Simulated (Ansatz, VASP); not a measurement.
**Two plane-wave programs on C**

The input INCAR:

```
SYSTEM = C
ALGO = Normal
DIPOL = 0.5 0.5 0.349
EDIFF = 1E-7
ENCUT = 520
GGA = PE
IDIPOL = 3
ISIF = 2
ISMEAR = 0
IVDW = 12
LASPH = .TRUE.
LCHARG = .FALSE.
LDIPOL = .TRUE.
LREAL = .FALSE.
LWAVE = .FALSE.
NBANDS = 16
NELM = 100
PREC = Accurate
SIGMA = 0.1
```

KPOINTS

```
k-points
0
G
  15 15 1
  0 0 0
```

File POSCAR:

```
C
1.0
    2.4656524409      0.0000000000      0.0000000000
   -1.2328262205      2.1353176507      0.0000000000
    0.0000000000      0.0000000000     17.5000663885
C
4
Direct
    0.6666666667      0.3333333333      0.2571437784
    0.3333333333      0.6666666667      0.2571418816
    0.6666666667      0.8333333333      0.4405735508
    1.0000000000      0.5000000000      0.4405716540
```

Input for Ansatz:

```yaml
crystal:
  lattice:
    - [2.4656524409, 0.0, 0.0]
    - [-1.2328262205, 2.1353176507, 0.0]
    - [0.0, 0.0, 17.5000663885]
  atoms:
    - { symbol: C, position: [0.6666666667, 0.3333333333, 0.2571437784] }
    - { symbol: C, position: [0.3333333333, 0.6666666667, 0.2571418816] }
    - { symbol: C, position: [0.6666666667, 0.8333333333, 0.4405735508] }
    - { symbol: C, position: [1.0, 0.5, 0.440571654] }
basis:
  ecutwfc: 420
kpoints:
  mp_grid: { grid: [15, 15, 1] }
hamiltonian:
  xc: pbe
  pseudopotentials: { kind: paw, azcp: { folder: soft_1 } }
  dispersion: d3bj
scf:
  occupations: { method: gaussian, width: 0.1 }
output:
  forces: true
  eigenvalues: true
efield:
  axis: 3
  dipole_correction: true
  ramp_width: 0.04
```

Alike in both runs: task single point; functional PBE; dispersion D3(BJ); k mesh 15 × 15 × 1; occupations gaussian, width 0.1 eV; no spin polarisation.

|  | VASP | Ansatz |
| --- | --- | --- |
| version | VASP 6.6.1 | Ansatz 0.2.0 |
| potentials or method | VASP PAW PBE potentials, release 64 (C), cutoff 520 eV | scalar-relativistic, plane waves, PAW |
| valence electrons in the cell | 16 | 16 |

```tsv
	VASP	Ansatz	Ansatz less VASP
gap on the k mesh at the Fermi level (eV)	0.57	0.57	-0.001
least direct gap on the mesh (eV)	0.57	0.57	-0.001
rms of the force components (eV/Å)	0.042	0.042	0.0000
```

Atom by atom the forces differ by 0.000 eV/Å (rms over components).
